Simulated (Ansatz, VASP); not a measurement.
**One calculation of W, two programs**

```
W
1.0
    -1.58033    1.58033    1.59227
     1.58033   -1.58033    1.59227
     1.60421    1.60421   -1.59227
W
1
Direct
  0.00000 0.00000 0.00000
```

Change from the starting cell: xy shear strain of +1.5 %, crystal datasets.

Alike in both runs: task electric field gradients; functional PBE; k mesh 14 × 14 × 14; occupations fermi-dirac, width 0.08 eV; no spin polarisation.

|  | VASP | Ansatz |
| --- | --- | --- |
| version | VASP 6.6.1 | Ansatz 0.2.0 |
| potentials or method | VASP PAW PBE potentials, release 64 (W_sv), cutoff 520 eV | all-electron PAW with datasets made for the crystal, scalar-relativistic |

|  | VASP | Ansatz | Ansatz less VASP |
| --- | --- | --- | --- |
| pressure (GPa) | 0.5 | 0.1 | -0.41 |
| traceless stress, the component that is largest in VASP (GPa) | -2.18 | -2.14 | +0.039 |
| size of Vzz on the site where it differs most (V/Å²) | 3.3 | 1.9 | -1.39 |

Ansatz ran all-electron here, and VASP with PAW potentials.

Spin-orbit coupling is off throughout.
